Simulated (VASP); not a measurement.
Input of a VASP 6.6.1 run:

The input INCAR:

```
SYSTEM = CdTe
ALGO = Normal
EDIFF = 1E-7
ENCUT = 520
GGA = PS
ISIF = 2
ISMEAR = 0
LASPH = .True.
LCHARG = .False.
LREAL = .False.
LWAVE = .False.
NBANDS = 16
NELM = 100
PREC = Accurate
SIGMA = 0.05
```

File KPOINTS:

```
k-points
0
Gamma
  8 8 8
  0 0 0
```

Contents of POSCAR:

```
CdTe
1.0
    0.0000000000      3.0555654251      3.0555654251
    3.0555654251      0.0000000000      3.0555654251
    3.0555654251      3.0555654251      0.0000000000
Cd Te
1 1
Direct
    0.5000000000      0.5000000000      0.5000000000
    0.0000000000      0.0000000000      0.0000000000
```

Potentials or basis: VASP PAW PBE potentials, release 64 (Cd, Te).

Run with:

```console
$ cat potpaw_PBE.64/Cd/POTCAR potpaw_PBE.64/Te/POTCAR > POTCAR
$ mpirun -np 1 vasp_std > vasp.out
```

Question: What does it give for the pressure?

Answer: -2.6 GPa.

Question: Predict the band gap on the k mesh.

Answer: Zero (band 9 reaches 3.82 eV, above the bottom of band 10 at 2.44 eV).

Caveat: the PAW data sets were made with another functional, which shifts forces and pressure a little; spin-orbit coupling is left out, which moves the levels of the heavy elements.
